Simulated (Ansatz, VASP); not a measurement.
**Two plane-wave programs on HfO2**

INCAR

```
SYSTEM = HfO2
PREC = Accurate
ENCUT = 520
EDIFF = 1E-6
ISMEAR = 0
SIGMA = 0.05
LREAL = .False.
LASPH = .True.
NELM = 60
ALGO = Normal
ISIF = 2
LWAVE = .False.
LCHARG = .True.
GGA = PE
LELF = .True.
LVHAR = .True.
NBANDS = 18
```

Contents of KPOINTS:

```
Automatic mesh
0
Gamma
  8 8 8
  0 0 0
```

POSCAR

```
HfO2
1.0
    0.0668592127      2.5129279704      2.5129279704
    2.5129279704      0.0668592127      2.5129279704
    2.5129279704      2.5129279704      0.0668592127
Hf O
1 2
Direct
    0.0000000000      0.0000000000      0.0000000000
    0.2500000000      0.2500000000      0.2500000000
    0.7500000000      0.7500000000      0.7500000000
```

Input for Ansatz:

```yaml
crystal:
  lattice:
    - [0.0668592127, 2.5129279704, 2.5129279704]
    - [2.5129279704, 0.0668592127, 2.5129279704]
    - [2.5129279704, 2.5129279704, 0.0668592127]
  atoms:
    - { symbol: Hf, position: [0.0, 0.0, 0.0] }
    - { symbol: O, position: [0.25, 0.25, 0.25] }
    - { symbol: O, position: [0.75, 0.75, 0.75] }
basis:
  ecutwfc: 520.0
kpoints:
  mp_grid: { grid: [8, 8, 8] }
hamiltonian:
  xc: pbe
  pseudopotentials: { kind: paw, azcp: { folder: soft_1 } }
scf:
  occupations: { method: gaussian, width: 0.05 }
output:
  forces: true
  stress: true
  eigenvalues: true
  write_density: true
  write_potential: true
  elf: true
  volumetric_format: npy
```

Alike in both runs: task single point; functional PBE; k mesh 8 × 8 × 8; occupations gaussian, width 0.05 eV; no spin polarisation.

```csv
,VASP,Ansatz
version,VASP 6.6.1,Ansatz 0.2.0
potentials or method,"VASP PAW PBE potentials, release 64 (Hf_pv, O), cutoff 520 eV","scalar-relativistic, plane waves, PAW"
valence electrons in the cell,22,38
```

```tsv
	VASP	Ansatz	Ansatz less VASP
gap on the k mesh at the Fermi level (eV)	4.00	3.96	-0.034
least direct gap on the mesh (eV)	4.00	3.96	-0.034
pressure (GPa)	20.6	25.1	+4.51
traceless stress, the component that is largest in VASP (GPa)	-3.21	-3.34	-0.123
rms of the force components (eV/Å)	0.209	0.224	+0.0149
```

Atom by atom the forces differ by 0.015 eV/Å (rms over components). VASP's potentials hold 22 valence electrons a cell and Ansatz's 38, so a difference there can come from the potentials and not from the codes.

Neither program's run includes spin-orbit coupling.
